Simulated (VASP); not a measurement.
# SrTi2O4 (P-6m2) in VASP: relaxation of cell and atoms with PBE

Aim: the relaxation of cell and atoms of SrTi2O4 with PBE.

All numbers are computed with VASP 6.6.1; they aren't measurements. Logs are shortened: lines on timing, memory, paths and dates and some standing lists are left out, and cuts for length are marked.

### 1 The cell of the first run

Symmetry: P-6m2, No. 187, hexagonal system. Conventional cell: a = 4.218 Å, b = 4.218 Å, c = 7.055 Å, α = 90.00°, β = 90.00°, γ = 120.00°. Sr (site symmetry -6m2) has 8 O at 2.07 to 2.68 Å within 2.7 Å. Within 2.1 Å of Ti (site symmetry 3m) lie 1 O at 1.57 Å and 1 Ti at 1.69 Å. Within 2.1 Å of O (site symmetry 3m) lie 1 Ti at 1.57 Å. O (site symmetry 3m) has 1 Sr at 2.07 Å and 3 Ti at 2.51 Å and 3 O at 2.61 Å within 2.7 Å.

The cell was built from a structure type or drawn by symmetry, and may not be a known phase.

### 2 Relaxation of cell and atoms, PBE, collinear spin

Input file INCAR:

```
PREC = Accurate ; ENCUT = 600
EDIFF = 1E-6 ; ISMEAR = 0
SIGMA = 0.15 ; LREAL = F
LASPH = T ; NELM = 150
ALGO = Normal ; ISIF = 3
LWAVE = F ; LCHARG = F
ISPIN = 2 ; MAGMOM = 0 1 1 0 0 0 0
LORBIT = 11 ; LMAXMIX = 4
GGA = PE ; IBRION = 2
NSW = 36 ; EDIFFG = -0.08
```

Input file KPOINTS:

```
Automatic mesh
0
Gamma
  3 3 2
```

Input file POSCAR:

```
SrTi2O4
1.0
    4.2176491400      0.0000000000      0.0000000000
   -2.1088245700      3.6525913000      0.0000000000
    0.0000000000      0.0000000000      7.0548811800
Sr Ti O
1 2 4
Direct
    0.3333333300      0.6666666700      0.0000000000
    0.0000000000      0.0000000000      0.3802325800
    0.0000000000      0.0000000000      0.6197674200
    0.0000000000      0.0000000000      0.1582358300
    0.0000000000      0.0000000000      0.8417641700
    0.3333333300      0.6666666700      0.7072229400
    0.3333333300      0.6666666700      0.2927770600
```

Potentials or basis: VASP PAW PBE potentials, release 64 (Sr_sv, Ti_sv, O).

On the command line:

```bash
cat potpaw_PBE.64/Sr_sv/POTCAR potpaw_PBE.64/Ti_sv/POTCAR potpaw_PBE.64/O/POTCAR > POTCAR
mpirun -np 1 vasp_std > vasp.out
```

OUTCAR:

```text
PREC = Accurate
   ENCUT = 600
   EDIFF = 1E-6
   ISMEAR = 0
   LREAL = F
   LASPH = T
   NELM = 150
   ISIF = 3
   ISPIN = 2
   LORBIT = 11
   GGA = PE
   IBRION = 2
   NSW = 36
   EDIFFG = -0.08

 ion  position               nearest neighbor table
   1  0.333  0.667  0.000-   6 2.07   7 2.07   4 2.68   5 2.68   4 2.68   5 2.68   4 2.68   5 2.68
                             2 3.62   3 3.62   2 3.62   3 3.62   2 3.62   3 3.62
   2  0.000  0.000  0.380-   4 1.57   3 1.69   1 3.62   1 3.62   1 3.62
   3  0.000  0.000  0.620-   5 1.57   2 1.69   1 3.62   1 3.62   1 3.62
   4  0.000  0.000  0.158-   2 1.57   1 2.68   1 2.68   1 2.68
   5  0.000  0.000  0.842-   3 1.57   1 2.68   1 2.68   1 2.68
   6  0.333  0.667  0.707-   1 2.07
   7  0.333  0.667  0.293-   1 2.07

  LATTYP: Found a hexagonal cell.
 ALAT       =     4.2176491400
 C/A-ratio  =     1.6727046148

  Lattice vectors:

 A1 = (   4.2176491400,   0.0000000000,   0.0000000000)
 A2 = (  -2.1088245700,   3.6525913000,   0.0000000000)
 A3 = (   0.0000000000,   0.0000000000,   7.0548811800)

Analysis of symmetry for initial positions (statically):
=====================================================================
 Subroutine PRICEL returns:
 Original cell was already a primitive cell.

 Routine SETGRP: Setting up the symmetry group for a
 hexagonal supercell.

 Subroutine GETGRP returns: Found 12 space group operations
 (whereof 12 operations were pure point group operations)
 out of a pool of 24 trial point group operations.

The static configuration has the point symmetry D_3h.

Analysis of symmetry for dynamics (positions and initial velocities):
=====================================================================
 Subroutine PRICEL returns:
 Original cell was already a primitive cell.

 Routine SETGRP: Setting up the symmetry group for a
 hexagonal supercell.

 Subroutine GETGRP returns: Found 12 space group operations
 (whereof 12 operations were pure point group operations)
 out of a pool of 24 trial point group operations.

The dynamic configuration has the point symmetry D_3h.

Analysis of structural, dynamic, and magnetic symmetry:
=====================================================================
 Subroutine PRICEL returns:
 Original cell was already a primitive cell.

 Routine SETGRP: Setting up the symmetry group for a
 hexagonal supercell.

 Subroutine GETGRP returns: Found 12 space group operations
 (whereof 12 operations were pure point group operations)
 out of a pool of 24 trial point group operations.

The overall configuration has the point symmetry D_3h.

 Subroutine INISYM returns: Found 12 space group operations
 (whereof 12 operations are pure point group operations),
 and found     1 'primitive' translations

----------------------------------------------------------------------------------------

                                     Primitive cell

  volume of cell :     108.6829

  direct lattice vectors                    reciprocal lattice vectors
     4.217649140  0.000000000  0.000000000     0.237098907  0.136889118  0.000000000
    -2.108824570  3.652591300  0.000000000     0.000000000  0.273778235  0.000000000
     0.000000000  0.000000000  7.054881180     0.000000000  0.000000000  0.141745832

  length of vectors
     4.217649140  4.217649140  7.054881180     0.273778235  0.273778235  0.141745832

  position of ions in fractional coordinates (direct lattice)
     0.333333330  0.666666670  0.000000000
     0.000000000  0.000000000  0.380232580
     0.000000000  0.000000000  0.619767420
     0.000000000  0.000000000  0.158235830
     0.000000000  0.000000000  0.841764170
     0.333333330  0.666666670  0.707222940
     0.333333330  0.666666670  0.292777060

  ion indices of the primitive-cell ions
   primitive index   ion index
                 1           1
                 2           2
                 3           3
                 4           4
                 5           5
                 6           6
                 7           7

----------------------------------------------------------------------------------------

 KPOINTS: Automatic mesh

Automatic generation of k-mesh.
 Grid dimensions read from file:
 generate k-points for:    3    3    2

 Generating k-lattice:

  Cartesian coordinates                     Fractional coordinates (reciprocal lattice)
     0.079032969  0.045629706  0.000000000     0.333333333 -0.000000000  0.000000000
     0.000000000  0.091259412  0.000000000     0.000000000  0.333333333  0.000000000
     0.000000000  0.000000000  0.070872916     0.000000000  0.000000000  0.500000000

  Length of vectors
     0.091259412  0.091259412  0.070872916

  Shift w.r.t. Gamma in fractional coordinates (k-lattice)
     0.000000000  0.000000000  0.000000000

 Subroutine IBZKPT returns following result:
 ===========================================

 Found      6 irreducible k-points:

 Following reciprocal coordinates:
            Coordinates               Weight
  0.000000  0.000000  0.000000      1.000000
  0.333333  0.000000  0.000000      6.000000
  0.333333  0.333333  0.000000      2.000000
  0.000000  0.000000  0.500000      1.000000
  0.333333  0.000000  0.500000      6.000000
  0.333333  0.333333  0.500000      2.000000
   k-points           NKPTS =      6   k-points in BZ     NKDIM =      6   number of bands    NBANDS=     35
   number of dos      NEDOS =    301   number of ions     NIONS =      7
   total plane-waves  NPLWV =  72576
   dimension x,y,z NGX =    36 NGY =   36 NGZ =   56
   dimension x,y,z NGXF=    72 NGYF=   72 NGZF=  112
   ions per type =               1   2   4
   NGX,Y,Z   is equivalent  to a cutoff of  14.19, 14.19, 13.20 a.u.
   NGXF,Y,Z  is equivalent  to a cutoff of  28.38, 28.38, 26.39 a.u.
 SYSTEM =  unknown system
   PREC   = accura    normal or accurate (medium, high low for compatibility)
   ISTART =      0    job   : 0-new  1-cont  2-samecut
   ICHARG =      2    charge: 1-file 2-atom 10-const
   ISPIN  =      2    spin polarized calculation?
   LNONCOLLINEAR =      F non collinear calculations
   LSORBIT =      F    spin-orbit coupling
   LASPH  =      T    aspherical Exc in radial PAW
   ENCUT  =  600.0 eV  44.10 Ry    6.64 a.u.   8.42  8.42 14.09*2*pi/ulx,y,z
   NELM   =    150;   NELMIN=  2; NELMDL= -5     # of ELM steps
   EDIFF  = 0.1E-05   stopping-criterion for ELM
   LREAL  =      F    real-space projection
   EDIFFG = -.8E-01   stopping-criterion for IOM
   NSW    =     36    number of steps for IOM
   IBRION =      2    ionic relax: 0-MD 1-quasi-New 2-CG
   NFREE  =      1    steps in history (QN), initial steepest desc. (CG)
   ISIF   =      3    stress and relaxation
   ISYM   =      2    0-nonsym 1-usesym 2-fastsym
   POTIM  = 0.5000    time-step for ionic-motion
   TEBEG  =    0.0;   TEEND  =   0.0 temperature during run
   PSTRESS=    0.0 pullay stress
   NELECT =      58.0000    total number of electrons
   NUPDOWN=      -1.0000    fix difference up-down
   EMIN   =  10.00;   EMAX   =-10.00  energy-range for DOS
   EFERMI =   0.00;   METHOD = LEGACY
   ISMEAR =     0;   SIGMA  =   0.15  broadening in eV -4-tet -1-fermi 0-gaus
   EFERMI_NEDOS =   21; number of points for ismear=-14 and -15
   IALGO  =     38    algorithm
   IMIX   =      4    mixing-type and parameters
     AMIX     =   0.40;   BMIX     =  1.00
     AMIX_MAG =   1.60;   BMIX_MAG =  1.00
  volume/ion in A,a.u.               =      15.53       104.78
  Fermi-wavevector in a.u.,A,eV,Ry     =   1.327895  2.509358 23.991225  1.763305
  Thomas-Fermi vector in A             =   2.457173
   LORBIT       =     11    0 simple, 1 ext, 2 COOP (PROOUT), +10 PAW based schemes
   GGA     = PE    functional components
   LHFCALC =     F    Hartree Fock is set to
   AEXX    =    0.0000 exact exchange contribution
   IVDW    =     0    specifies the selected vdW correction
   LEPSILON=     F    determine dielectric tensor
   LRPA    =     F    only Hartree local field effects (RPA)
 conjugate gradient relaxation of ions
 spin polarized calculation
 Gauss-broadening in eV      SIGMA  =   0.15
  energy-cutoff  :      600.00
  volume of cell :      108.68
 maximum number of plane-waves:      3659
 NGX is ok and might be reduce to    36
   NGX = 17   NGY = 17   NGZ = 29

--------------------------------------- Ionic step        1  -------------------------------------------

 number of electron      58.0000008 magnetization       1.7885102

 Free energy of the ion-electron system (eV)
  ---------------------------------------------------
  ext. energy  EPLUGINS =         0.00000000
  ---------------------------------------------------
  free energy    TOTEN  =       -39.61105011 eV

  energy without entropy =      -39.54880893  energy(sigma->0) =      -39.57992952

------------------------ aborting loop because EDIFF is reached ----------------------------------------

  FORCE on cell =-STRESS in cart. coord.  units (eV):
  Direction    XX          YY          ZZ          XY          YZ          ZX
  --------------------------------------------------------------------------------------
  -------------------------------------------------------------------------------------
  Total       -8.7688379     -8.7688379     88.0410470      0.0000000      0.0000000      0.0000000
  in kB     -129.2681072   -129.2681072   1297.8800251      0.0000000      0.0000000      0.0000000
  external PRESSURE =     346.4479369 kB  Pullay stress =       0.0000000 kB
[... 1045 lines left out ...]
     34       6.7622      0.00000
     35       6.7723      0.00000

[... ionic steps 4 to 28 ...]

--------------------------------------- Ionic step       29  -------------------------------------------

 number of electron      58.0000020 magnetization      -1.0728251

------------------------ aborting loop because EDIFF is reached ----------------------------------------
[... 77 lines left out ...]
--------------------------------------- Ionic step       31  -------------------------------------------

 number of electron      58.0000054 magnetization      -1.0850632

 Free energy of the ion-electron system (eV)
  ---------------------------------------------------
  ext. energy  EPLUGINS =         0.00000000
  ---------------------------------------------------
  free energy    TOTEN  =       -55.27802393 eV

  energy without entropy =      -55.24219835  energy(sigma->0) =      -55.26011114

 E-fermi :   6.0932     XC(G=0): -10.2345

 val. band max:        5.9168305117   @ k =   0.3333   0.3333   0.5000
 cond. band min:       6.1241000358   @ k =   0.3333   0.3333   0.0000
 fundamental gap:      0.2072695240
 Fermi energy:         6.0932279843
[... 493 lines left out ...]
  FREE ENERGIE OF THE ION-ELECTRON SYSTEM (eV)
  ---------------------------------------------------
  free  energy   TOTEN  =       -55.2780239293 eV

  energy  without entropy=      -55.2421983529  energy(sigma->0) =      -55.26011114

 reached required accuracy - stopping structural energy minimisation

 total charge

# of ion       s       p       d       tot
------------------------------------------
    1        2.019   5.821   0.305   8.145
    2        2.199   6.189   1.925  10.313
    3        2.199   6.189   1.925  10.313
    4        1.581   3.495   0.000   5.076
    5        1.581   3.495   0.000   5.076
    6        1.575   3.462   0.000   5.037
    7        1.575   3.462   0.000   5.037
--------------------------------------------------
tot         12.729  32.112   4.155  48.996

 magnetization (x)

# of ion       s       p       d       tot
------------------------------------------
    1       -0.001  -0.001  -0.008  -0.010
    2       -0.009  -0.021  -0.296  -0.326
    3       -0.009  -0.021  -0.296  -0.326
    4       -0.002  -0.008   0.000  -0.010
    5       -0.002  -0.008   0.000  -0.010
    6       -0.004   0.007   0.000   0.003
    7       -0.004   0.007   0.000   0.003
--------------------------------------------------
tot         -0.030  -0.047  -0.599  -0.676
```

It took 27 min on 1 thread of Intel Xeon Platinum 8559C (Emerald Rapids), shared host; peak memory 0.35 GiB.

What came out:

* Free energy: -55.2780 eV
* Relaxed volume: 14.29 Å³/atom
* Relaxed cell: a = 3.437 Å, b = 3.437 Å, c = 9.777 Å, α = 90.00°, β = 90.00°, γ = 120.00°
* Space group after relaxing (to 0.1 Å): P-6m2 (No. 187)
* Pressure after relaxing: -0.5 GPa
* Largest force after relaxing: 0.045 eV/Å
* Net moment: -1.09 μB per cell
* Site moments: Sr -0.01; Ti -0.33; O -0.01, +0.00 (each value once) μB
* Valence electrons inside the program's atomic spheres: Sr 8.14; Ti 10.31; O 5.08, 5.04 (each value once)

Forces in eV/Å, atoms in the order of the input:
```
Sr   0.000  0.000  0.000
Ti   0.000  0.000  0.006
Ti   0.000  0.000 -0.006
O    0.000  0.000  0.045
O    0.000  0.000 -0.045
O    0.000  0.000  0.005
O    0.000  0.000 -0.005
```

Final structure:
```
Sr Ti O
1.0
     3.43679    0.00000    0.00000
    -1.71840    2.97635    0.00000
     0.00000    0.00000    9.77724
Sr Ti O
1 2 4
Direct
  0.33333 0.66667 0.00000
  0.00000 0.00000 0.32777
  0.00000 0.00000 0.67223
  0.00000 0.00000 0.14316
  0.00000 0.00000 0.85684
  0.33333 0.66667 0.65070
  0.33333 0.66667 0.34930
```

Levels at points of the mesh, in eV from the Fermi level:
Spin up:
```tsv
k point	band 25	band 26	band 27	band 28	band 29	band 30	band 31	band 32
(0.00, 0.00, 0.00)	-4.75	-4.59	-4.59	-4.50	0.23	0.55	0.55	0.97
(0.00, 0.00, 0.50)	-4.74	-4.68	-4.59	-4.59	0.47	0.68	0.68	0.82
```
Spin down:
```tsv
k point	band 27	band 28	band 29	band 30	band 31	band 32
(0.00, 0.00, 0.00)	-4.63	-4.57	-0.47	0.13	0.13	0.58
(0.00, 0.00, 0.50)	-4.64	-4.64	-0.22	0.26	0.26	0.44
```

Caveat: the k points lie up to 0.70 Å⁻¹ apart in the final cell; a cell axis changed by over 15 % at a fixed basis, so the end point is rough; semilocal functionals often make such compounds metallic where correlation or magnetic order opens a gap, which also shifts bond lengths; the relaxation stopped at a loose force limit of 0.08 eV/Å, so its end isn't a converged minimum.
